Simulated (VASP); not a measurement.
# Au (P6/mmm) in VASP: further runs

The runs below take Au through relaxation of cell and atoms, with LDA.

Everything below comes from runs of VASP 6.6.1. Logs are shortened: lines on timing, memory, paths and dates and some standing lists are left out, and cuts for length are marked.

### Step 1. The cell of the first run

Symmetry: P6/mmm, No. 191, hexagonal system. Conventional cell: a = 2.453 Å, b = 2.453 Å, c = 2.306 Å, α = 90.00°, β = 90.00°, γ = 120.00°. Au (site symmetry 6/mmm) has 8 Au at 2.31 to 2.45 Å within 3.0 Å.

This isn't the form of Au at room conditions, which is fcc.

### Step 2. Relaxation of cell and atoms, LDA, target pressure 170 GPa, at which the enthalpy is minimised

INCAR reads:

```
SYSTEM = Au
ALGO = Normal ; EDIFF = 1E-7
EDIFFG = -0.005 ; ENCUT = 600
IBRION = 2 ; ISIF = 3
ISMEAR = -1 ; LASPH = .True.
LCHARG = .False. ; LREAL = .False.
LWAVE = .False. ; NELM = 60
NSW = 60 ; PREC = Accurate
PSTRESS = 1700.0 ; SIGMA = 0.05
```

KPOINTS reads:

```
k-points
0
Gamma
  18 18 16
  0 0 0
```

POSCAR reads:

```
Au
1.0
    2.4527798173      0.0000000000      0.0000000000
   -1.2263899087      2.1241696317      0.0000000000
    0.0000000000      0.0000000000      2.3056130283
Au
1
Direct
    0.0000000000      0.0000000000      0.0000000000
```

Potentials or basis: VASP PAW LDA potentials, release 64 (Au).

Command:

```
$ cat potpaw_LDA.64/Au/POTCAR > POTCAR
$ mpirun -np 1 vasp_std > vasp.out
```

OUTCAR:

```text
SYSTEM = Au
   EDIFF = 1E-7
   EDIFFG = -0.005
   ENCUT = 600
   IBRION = 2
   ISIF = 3
   ISMEAR = -1
   LASPH = .True.
   LREAL = .False.
   NELM = 60
   NSW = 60
   PREC = Accurate
   PSTRESS = 1700.0

 ion  position               nearest neighbor table
   1  0.000  0.000  0.000-

  LATTYP: Found a hexagonal cell.
 ALAT       =     2.4527798173
 C/A-ratio  =     0.9400000000

  Lattice vectors:

 A1 = (   2.4527798173,   0.0000000000,   0.0000000000)
 A2 = (  -1.2263899087,   2.1241696317,   0.0000000000)
 A3 = (   0.0000000000,   0.0000000000,   2.3056130283)

Analysis of symmetry for initial positions (statically):
=====================================================================
 Subroutine PRICEL returns:
 Original cell was already a primitive cell.

 Routine SETGRP: Setting up the symmetry group for a
 hexagonal supercell.

 Subroutine GETGRP returns: Found 24 space group operations
 (whereof 24 operations were pure point group operations)
 out of a pool of 24 trial point group operations.

The static configuration has the point symmetry D_6h.

Analysis of symmetry for dynamics (positions and initial velocities):
=====================================================================
 Subroutine PRICEL returns:
 Original cell was already a primitive cell.

 Routine SETGRP: Setting up the symmetry group for a
 hexagonal supercell.

 Subroutine GETGRP returns: Found 24 space group operations
 (whereof 24 operations were pure point group operations)
 out of a pool of 24 trial point group operations.

The dynamic configuration has the point symmetry D_6h.

 Subroutine INISYM returns: Found 24 space group operations
 (whereof 24 operations are pure point group operations),
 and found     1 'primitive' translations

----------------------------------------------------------------------------------------

                                     Primitive cell

  volume of cell :      12.0125

  direct lattice vectors                    reciprocal lattice vectors
     2.452779817  0.000000000  0.000000000     0.407700680  0.235386097  0.000000000
    -1.226389909  2.124169632  0.000000000     0.000000000  0.470772195  0.000000000
     0.000000000  0.000000000  2.305613028     0.000000000  0.000000000  0.433724128

  length of vectors
     2.452779817  2.452779817  2.305613028     0.470772195  0.470772195  0.433724128

  position of ions in fractional coordinates (direct lattice)
     0.000000000  0.000000000  0.000000000

  ion indices of the primitive-cell ions
   primitive index   ion index
                 1           1

----------------------------------------------------------------------------------------

 KPOINTS: k-points

Automatic generation of k-mesh.
 Grid dimensions read from file:
 generate k-points for:   18   18   16

 Generating k-lattice:

  Cartesian coordinates                     Fractional coordinates (reciprocal lattice)
     0.022650038  0.013077005  0.000000000     0.055555556 -0.000000000  0.000000000
     0.000000000  0.026154011  0.000000000     0.000000000  0.055555556  0.000000000
     0.000000000  0.000000000  0.027107758     0.000000000  0.000000000  0.062500000

  Length of vectors
     0.026154011  0.026154011  0.027107758

  Shift w.r.t. Gamma in fractional coordinates (k-lattice)
     0.000000000  0.000000000  0.000000000

 Subroutine IBZKPT returns following result:
 ===========================================

 Found    333 irreducible k-points:

 Following reciprocal coordinates:
            Coordinates               Weight
  0.000000  0.000000  0.000000      1.000000
  0.055556 -0.000000  0.000000      6.000000
  0.111111 -0.000000  0.000000      6.000000
  0.166667 -0.000000  0.000000      6.000000
  0.222222 -0.000000  0.000000      6.000000
  0.277778  0.000000  0.000000      6.000000
[... 16 lines left out ...]
  0.333333  0.111111  0.000000     12.000000
  0.388889  0.111111  0.000000     12.000000
 [... further k-points ...]
   k-points           NKPTS =    333   k-points in BZ     NKDIM =    333   number of bands    NBANDS=      9
   number of dos      NEDOS =    301   number of ions     NIONS =      1
   total plane-waves  NPLWV =   7200
   dimension x,y,z NGX =    20 NGY =   20 NGZ =   18
   dimension x,y,z NGXF=    40 NGYF=   40 NGZF=   36
   ions per type =               1
   NGX,Y,Z   is equivalent  to a cutoff of  13.56, 13.56, 12.98 a.u.
   NGXF,Y,Z  is equivalent  to a cutoff of  27.11, 27.11, 25.96 a.u.
 SYSTEM =  Au
   PREC   = accura    normal or accurate (medium, high low for compatibility)
   ISTART =      0    job   : 0-new  1-cont  2-samecut
   ICHARG =      2    charge: 1-file 2-atom 10-const
   ISPIN  =      1    spin polarized calculation?
   LNONCOLLINEAR =      F non collinear calculations
   LSORBIT =      F    spin-orbit coupling
   LASPH  =      T    aspherical Exc in radial PAW
   ENCUT  =  600.0 eV  44.10 Ry    6.64 a.u.   4.90  4.90  4.60*2*pi/ulx,y,z
   NELM   =     60;   NELMIN=  2; NELMDL= -5     # of ELM steps
   EDIFF  = 0.1E-06   stopping-criterion for ELM
   LREAL  =      F    real-space projection
   EDIFFG = -.5E-02   stopping-criterion for IOM
   NSW    =     60    number of steps for IOM
   IBRION =      2    ionic relax: 0-MD 1-quasi-New 2-CG
   NFREE  =      1    steps in history (QN), initial steepest desc. (CG)
   ISIF   =      3    stress and relaxation
   ISYM   =      2    0-nonsym 1-usesym 2-fastsym
   POTIM  = 0.5000    time-step for ionic-motion
   TEBEG  =    0.0;   TEEND  =   0.0 temperature during run
   PSTRESS= 1700.0 pullay stress
   NELECT =      11.0000    total number of electrons
   NUPDOWN=      -1.0000    fix difference up-down
   EMIN   =  10.00;   EMAX   =-10.00  energy-range for DOS
   EFERMI =   0.00;   METHOD = LEGACY
   ISMEAR =    -1;   SIGMA  =   0.05  broadening in eV -4-tet -1-fermi 0-gaus
   EFERMI_NEDOS =   21; number of points for ismear=-14 and -15
   IALGO  =     38    algorithm
   IMIX   =      4    mixing-type and parameters
     AMIX     =   0.40;   BMIX     =  1.00
     AMIX_MAG =   1.60;   BMIX_MAG =  1.00
  volume/ion in A,a.u.               =      12.01        81.06
  Fermi-wavevector in a.u.,A,eV,Ry     =   1.589746  3.004184 34.385888  2.527291
  Thomas-Fermi vector in A             =   2.688548
   LORBIT       =      0    0 simple, 1 ext, 2 COOP (PROOUT), +10 PAW based schemes
   GGA     = CA    functional components
   LHFCALC =     F    Hartree Fock is set to
   AEXX    =    0.0000 exact exchange contribution
   IVDW    =     0    specifies the selected vdW correction
   LEPSILON=     F    determine dielectric tensor
   LRPA    =     F    only Hartree local field effects (RPA)
 conjugate gradient relaxation of ions
 non-spin polarized calculation
  energy-cutoff  :      600.00
  volume of cell :       12.01
 maximum number of plane-waves:       423
 NGX is ok and might be reduce to    20
   NGX =  9   NGY =  9   NGZ =  9

--------------------------------------- Ionic step        1  -------------------------------------------

 number of electron      10.9999998 magnetization

 Free energy of the ion-electron system (eV)
  ---------------------------------------------------
  ext. energy  EPLUGINS =         0.00000000
  ---------------------------------------------------
  free energy    TOTEN  =        -1.90621958 eV

  energy without entropy =       -1.90408581  energy(sigma->0) =       -1.90515269

------------------------ aborting loop because EDIFF is reached ----------------------------------------

  FORCE on cell =-STRESS in cart. coord.  units (eV):
  Direction    XX          YY          ZZ          XY          YZ          ZX
  --------------------------------------------------------------------------------------
  -------------------------------------------------------------------------------------
  Total       13.5958102     13.5958102     17.7766729     -0.0000000     -0.0000000      0.0000000
  in kB     1813.3494252   1813.3494253   2370.9745136     -0.0000000     -0.0000000      0.0000000
  external PRESSURE =     299.2244547 kB  Pullay stress =    1700.0000000 kB
[... 90 lines left out ...]
  FREE ENERGIE OF THE ION-ELECTRON SYSTEM (eV)
  ---------------------------------------------------
  free  energy   TOTEN  =        -2.5908933045 eV

  energy  without entropy=       -2.5891720404  energy(sigma->0) =       -2.59003267

  enthalpy is  TOTEN    =        10.7756191308 eV   P V=       13.3665124353

[... ionic steps 4 to 8 ...]

--------------------------------------- Ionic step        9  -------------------------------------------

 number of electron      11.0000001 magnetization

------------------------ aborting loop because EDIFF is reached ----------------------------------------

  FORCE on cell =-STRESS in cart. coord.  units (eV):
  Direction    XX          YY          ZZ          XY          YZ          ZX
  --------------------------------------------------------------------------------------
  -------------------------------------------------------------------------------------
  Total       13.1625009     13.1625009     13.1720528     -0.0000000     -0.0000000      0.0000000
  in kB     1703.3036271   1703.3036272   1704.5396902     -0.0000001     -0.0000000      0.0000000
  external PRESSURE =       3.7156482 kB  Pullay stress =    1700.0000000 kB
[... 59 lines left out ...]
  enthalpy is  TOTEN    =        10.7656432280 eV   P V=       13.1743748932

--------------------------------------- Ionic step       11  -------------------------------------------

 number of electron      11.0000001 magnetization

 Free energy of the ion-electron system (eV)
  ---------------------------------------------------
  ext. energy  EPLUGINS =         0.00000000
  ---------------------------------------------------
  free energy    TOTEN  =        -2.37697232 eV

  energy without entropy =       -2.37512845  energy(sigma->0) =       -2.37605039

 E-fermi :  15.7994     XC(G=0): -14.8209

 val. band max:       15.7830521086   @ k =   0.4444   0.1111   0.5000
 cond. band min:      15.8010675138   @ k =   0.4444   0.0556   0.5000
 fundamental gap:      0.0180154052
 Fermi energy:        15.7993691095

 k-point     1 :       0.0000    0.0000    0.0000
  band No.  band energies     occupation
      1       2.0165      2.00000
      2       5.0684      2.00000
      3       8.6726      2.00000
      4       8.6726      2.00000
      5      13.9936      2.00000
      6      13.9936      2.00000
      7      29.6755      0.00000
      8      30.3166      0.00000
      9      38.1119      0.00000
[... 265 lines left out ...]
 k-point    24 :       0.3889    0.1111    0.0000
  band No.  band energies     occupation
      1       5.0049      2.00000
      2       6.4182      2.00000
      3      10.6195      2.00000
      4      11.0958      2.00000
      5      12.9293      2.00000
      6      16.0209      0.02355
      7      21.8184      0.00000
      8      27.7103      0.00000
      9      33.7458      0.00000

 [... further k-points ...]
[... 5 lines left out ...]
  --------------------------------------------------------------------------------------
  -------------------------------------------------------------------------------------
  Total       13.1391109     13.1391109     13.1458023     -0.0000000      0.0000000      0.0000000
  in kB     1699.5738874   1699.5738875   1700.4394386     -0.0000001      0.0000000      0.0000000
  external PRESSURE =      -0.1375955 kB  Pullay stress =    1700.0000000 kB
[... 16 lines left out ...]
  FREE ENERGIE OF THE ION-ELECTRON SYSTEM (eV)
  ---------------------------------------------------
  free  energy   TOTEN  =        -2.3769723213 eV

  energy  without entropy=       -2.3751284487  energy(sigma->0) =       -2.37605039

  enthalpy is  TOTEN    =        10.7654327362 eV   P V=       13.1424050575

 reached required accuracy - stopping structural energy minimisation
```

It took 2.8 min on 1 thread of Intel Xeon Platinum 8259CL at 2.50GHz (Skylake/Cascade Lake), shared host; peak memory 0.18 GiB.

Results:

- Free energy: -2.3770 eV
- Relaxed volume: 12.39 Å³/atom
- Relaxed cell: a = 2.453 Å, b = 2.453 Å, c = 2.377 Å, α = 90.00°, β = 90.00°, γ = 120.00°
- Space group after relaxing (to 0.1 Å): P6/mmm (No. 191)
- Energy change on relaxing (the run minimises the enthalpy): -470.8 meV/atom
- Ionic steps: 11
- Pressure after relaxing: 170.0 GPa
- Band gap on the k mesh: zero (an odd number of electrons rules out a gap without spin polarisation)

Stress tensor (GPa, compression positive):
```
169.96   0.00   0.00
  0.00 169.96   0.00
  0.00   0.00 170.04
```

Step by step:
```csv
step,energy change (eV),largest force (eV/Å),pressure (GPa),volume (Å³)
1,0.0000,0.0000,199.92,12.01
2,-2.0585,0.0000,36.32,16.18
3,-0.6847,0.0000,154.86,12.60
4,-0.5549,0.0000,163.69,12.47
5,-0.5426,0.0000,164.52,12.46
6,0.0855,0.0000,207.69,11.98
7,-0.4693,0.0000,170.10,12.38
8,-0.4669,0.0000,170.25,12.38
9,-0.4653,0.0000,170.37,12.38
10,-0.5025,0.0000,167.79,12.42
11,-0.4708,0.0000,169.99,12.39
```

Final structure:
```yaml
crystal:
  lattice:
    - [2.45302, 0.00000, 0.00000]
    - [-1.22651, 2.12437, 0.00000]
    - [0.00000, 0.00000, 2.37687]
  atoms:
    - { symbol: Au, position: [0.00000, 0.00000, 0.00000] }
```

Caveat: the cell is relaxed towards a set pressure, so the run minimises the enthalpy, not the energy; spin-orbit coupling is left out, which moves the levels of the heavy elements.

### Step 3. Relaxation of cell and atoms, LDA, target pressure 170 GPa, at which the enthalpy is minimised

This run uses another cell than the first one, of 12.35 Å³/atom.

INCAR reads:

```
PREC = Accurate ; ENCUT = 600
EDIFF = 1E-7 ; ISMEAR = -1
SIGMA = 0.05 ; LREAL = False
LASPH = True ; NELM = 100
ALGO = Normal ; ISIF = 3
LWAVE = False ; LCHARG = False
GGA = CA ; IBRION = 2
NSW = 32 ; EDIFFG = -0.005
PSTRESS = 1700.0
```

KPOINTS reads:

```
Automatic mesh
0
Gamma
  18 18 16
```

POSCAR reads:

```
Au
1.0
    2.4503766618      0.0000000000      0.0000000000
   -1.2251883309      2.1220884380      0.0000000000
    0.0000000000      0.0000000000      2.3754523246
Au
1
Direct
    0.0000000000      0.0000000000      0.0000000000
```

Potentials or basis: VASP PAW LDA potentials, release 64 (Au).

Command:

```
$ cat potpaw_LDA.64/Au/POTCAR > POTCAR
$ mpirun -np 1 vasp_std > vasp.out
```

Run time: 84 s. Hardware: 1 thread of Intel Xeon Platinum 8259CL at 2.50GHz (Skylake/Cascade Lake), shared host; peak memory 0.17 GiB.

The run converged. Its results:

- Free energy: -2.3771 eV
- Relaxed volume: 12.39 Å³/atom
- Relaxed cell: a = 2.453 Å, b = 2.453 Å, c = 2.377 Å, α = 90.00°, β = 90.00°, γ = 120.00°
- Space group after relaxing (to 0.1 Å): P6/mmm (No. 191)
- Energy change on relaxing (the run minimises the enthalpy): -36.3 meV/atom
- Ionic steps: 6
- Pressure after relaxing: 170.0 GPa
- Band gap on the k mesh: zero (an odd number of electrons rules out a gap without spin polarisation)

The path:
```tsv
step	energy change (eV)	largest force (eV/Å)	pressure (GPa)	volume (Å³)
1	0.0000	0.0000	172.57	12.35
2	-0.3563	0.0000	147.29	12.71
3	-0.0373	0.0000	169.95	12.39
4	-0.0366	0.0000	170.01	12.39
5	-0.0354	0.0000	170.07	12.39
6	-0.0363	0.0000	170.02	12.39
```

Final structure:
```
CELL_PARAMETERS angstrom
2.45296 0.00000 0.00000
-1.22648 2.12433 0.00000
0.00000 0.00000 2.37697
ATOMIC_POSITIONS crystal
Au 0.00000 0.00000 0.00000
```

Levels at points of the mesh, in eV from the Fermi level:
```
           k point  band 4  band 5  band 6  band 7  band 8  band 9
(0.00, 0.00, 0.00)   -7.13   -1.81   -1.81   13.88   14.52   22.31
(0.50, 0.00, 0.00)   -2.59   -2.52   -1.21    5.67   13.28   17.15
(0.00, 0.00, 0.50)   -4.71   -4.71   -3.98    4.03   17.05   21.41
(0.50, 0.00, 0.50)   -0.94    0.12    4.03    4.06   13.78   16.41
```

Caveat: the cell is relaxed towards a set pressure, so the run minimises the enthalpy, not the energy; spin-orbit coupling is left out, which moves the levels of the heavy elements.
